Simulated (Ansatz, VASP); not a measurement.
## Two plane-wave programs on BN

The input INCAR:

```
PREC = Accurate
ENCUT = 600
EDIFF = 1E-7
ISMEAR = 0
SIGMA = 0.1
LREAL = F
LASPH = T
NELM = 120
ALGO = Normal
ISIF = 3
LWAVE = F
LCHARG = F
IBRION = 2
NSW = 100
EDIFFG = -0.05
GGA_COMPAT = F
NELMIN = 4
```

The input KPOINTS:

```
Automatic mesh
0
Gamma
  9 9 6
```

The input POSCAR:

```
BN
1.0
    2.5500000000      0.0000000000      0.0000000000
   -1.2750000000      2.2083647797      0.0000000000
    0.0000000000      0.0000000000      4.2100000000
B N
2 2
Direct
    0.3333333333      0.6666666667      0.0000000000
    0.6666666667      0.3333333333      0.5000000000
    0.3333333333      0.6666666667      0.3740000000
    0.6666666667      0.3333333333      0.8740000000
```

Input for Ansatz:

```yaml
crystal:
  lattice:
    - [2.55, 0.0, 0.0]
    - [-1.275, 2.2083647797, 0.0]
    - [0.0, 0.0, 4.21]
  atoms:
    - { symbol: B, position: [0.3333333333, 0.6666666667, 0.0] }
    - { symbol: B, position: [0.6666666667, 0.3333333333, 0.5] }
    - { symbol: "N", position: [0.3333333333, 0.6666666667, 0.374] }
    - { symbol: "N", position: [0.6666666667, 0.3333333333, 0.874] }
basis:
  ecutwfc: 420
kpoints:
  mp_grid: { grid: [9, 9, 6] }
hamiltonian:
  xc: lda
scf:
  occupations: { method: gaussian, width: 0.1 }
output:
  forces: true
  stress: true
  eigenvalues: true
relax:
  adjacent_minimum: "off"
  f_tol: 0.05
  max_steps: 80
  cell: { stress_tol: 0.5 }
```

Alike in both runs: task relaxation of cell and atoms; functional LDA; k mesh 9 × 9 × 6; occupations gaussian, width 0.1 eV; no spin polarisation.

|  | VASP | Ansatz |
| --- | --- | --- |
| version | VASP 6.6.1 | Ansatz 0.2.0 |
| potentials or method | VASP PAW LDA potentials, release 64 (B, N), cutoff 600 eV | scalar-relativistic, plane waves, PAW |
| valence electrons in the cell | 16 | 16 |

Ansatz gave:

| Item | Value |
| --- | --- |
| gap on the k mesh at the Fermi level, each at its own relaxed structure (eV) | 4.92 |
| relaxed volume (Å³/atom) | 5.76 |
| relaxed length of the cell vector where the two differ most in proportion (Å) | 2.524 |

**Question.** What did VASP give for the same quantities?

**Answer.** gap on the k mesh at the Fermi level, each at its own relaxed structure (eV): 4.93; relaxed volume (Å³/atom): 5.77; relaxed length of the cell vector where the two differ most in proportion (Å): 2.525.

LDA's correlation is that of Perdew and Zunger in VASP and of Perdew and Wang (1992) in Ansatz.
